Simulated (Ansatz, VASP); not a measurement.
# One calculation of SnF4, two programs

File INCAR:

```
ALGO = Normal
EDIFF = 1E-6
ENCUT = 520
ISIF = 2
ISMEAR = 0
LASPH = T
LCHARG = T
LELF = T
LREAL = F
LVHAR = T
LWAVE = F
NBANDS = 29
NELM = 80
PREC = Accurate
SIGMA = 0.1
```

The input KPOINTS:

```
k-points
0
Gamma
  6 6 6
```

Contents of POSCAR:

```
SnF4
1.0
   -2.0250000000      2.0250000000      3.9650000000
    2.0250000000     -2.0250000000      3.9650000000
    2.0250000000      2.0250000000     -3.9650000000
Sn F
1 4
Direct
    0.0000000000      0.0000000000      0.0000000000
    0.2370000000      0.2370000000      0.0000000000
    0.7630000000      0.7630000000      0.0000000000
    0.5000000000      0.0000000000      0.5000000000
    0.0000000000      0.5000000000      0.5000000000
```

Input for Ansatz:

```yaml
crystal:
  lattice:
    - [-2.025, 2.025, 3.965]
    - [2.025, -2.025, 3.965]
    - [2.025, 2.025, -3.965]
  atoms:
    - { symbol: Sn, position: [0.0, 0.0, 0.0] }
    - { symbol: F, position: [0.237, 0.237, 0.0] }
    - { symbol: F, position: [0.763, 0.763, 0.0] }
    - { symbol: F, position: [0.5, 0.0, 0.5] }
    - { symbol: F, position: [0.0, 0.5, 0.5] }
basis:
  ecutwfc: 420
kpoints:
  mp_grid: { grid: [6, 6, 6] }
hamiltonian:
  xc: lda
scf:
  occupations: { method: gaussian, width: 0.1 }
output:
  forces: true
  stress: true
  eigenvalues: true
```

Alike in both runs: task single point; functional LDA; k mesh 6 × 6 × 6; occupations gaussian, width 0.1 eV; no spin polarisation.

|  | VASP | Ansatz |
| --- | --- | --- |
| version | VASP 6.6.1 | Ansatz 0.2.0 |
| potentials or method | VASP PAW LDA potentials, release 64 (Sn_d, F), cutoff 520 eV | scalar-relativistic, plane waves, PAW |
| valence electrons in the cell | 42 | 42 |

```csv
,VASP,Ansatz,Ansatz less VASP
gap on the k mesh at the Fermi level (eV),3.31,3.33,+0.015
least direct gap on the mesh (eV),3.56,3.57,+0.012
pressure (GPa),0.1,-0.9,-0.98
"traceless stress, the component that is largest in VASP (GPa)",0.35,-0.53,-0.881
rms of the force components (eV/Å),0.112,0.022,-0.0903
```

LDA's correlation is that of Perdew and Zunger in VASP and of Perdew and Wang (1992) in Ansatz. Atom by atom the forces differ by 0.090 eV/Å (rms over components).
